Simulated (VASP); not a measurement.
ZnS: single point with PBE

Crystal: ZnS.

```xyz
2
Lattice="0.0000 2.7046 2.7046 2.7046 0.0000 2.7046 2.7046 2.7046 0.0000" Properties=species:S:1:pos:R:3 pbc="T T T"
Zn    0.0000    0.0000    0.0000
S     4.0570    4.2070    4.0570
```

This cell differs from its parent crystal: one atom moved.

```
Program                : VASP 6.6.1
Task                   : single point
Functional             : PBE
Potentials or basis    : VASP PAW PBE potentials, release 64 (Zn, S)
Cutoff                 : 520 eV
k mesh                 : 10 × 10 × 10
Occupations            : gaussian, width 0.02 eV
Spin                   : no spin polarisation
Dipole correction      : no
Further INCAR settings : ALGO = Normal; EDIFF = 1e-06; NBANDS = 16
```

| Quantity | Value |
| --- | --- |
| Pressure | 2.3 GPa |
| Largest force | 0.853 eV/Å |
| Band gap on the k mesh | 2.03 eV |

Forces on the atoms (eV/Å):
```
Zn   0.000  0.853  0.000
S    0.000 -0.853  0.000
```

Stress tensor (GPa, compression positive):
```
2.54 0.00 3.48
0.00 1.78 0.00
3.48 0.00 2.54
```

Levels at points of the mesh, in eV from the valence-band top:
```csv
k point,band 5,band 6,band 7,band 8,band 9,band 10,band 11,band 12,band 13,band 14
"(0.00, 0.00, 0.00)",-5.96,-5.96,-0.26,-0.06,0.00,2.03,6.30,6.30,6.45,11.62
"(0.50, 0.00, 0.00)",-5.92,-5.75,-5.12,-1.12,-0.70,3.09,6.39,7.10,8.67,12.05
"(0.00, 0.50, 0.00)",-5.92,-5.78,-5.53,-1.18,-0.79,3.35,6.60,7.33,8.85,11.96
"(0.50, 0.50, 0.00)",-5.89,-5.75,-4.65,-2.29,-2.24,3.29,3.96,10.85,11.89,11.95
"(0.50, 0.00, 0.50)",-5.89,-5.75,-4.59,-2.36,-2.24,3.20,4.11,10.82,11.65,12.10
```

Run time: 2.4 min on 1 thread of Intel Xeon 8259CL (shared host), peak memory 0.24 GiB.

Caveat: the cell differs from its parent crystal (one atom moved).
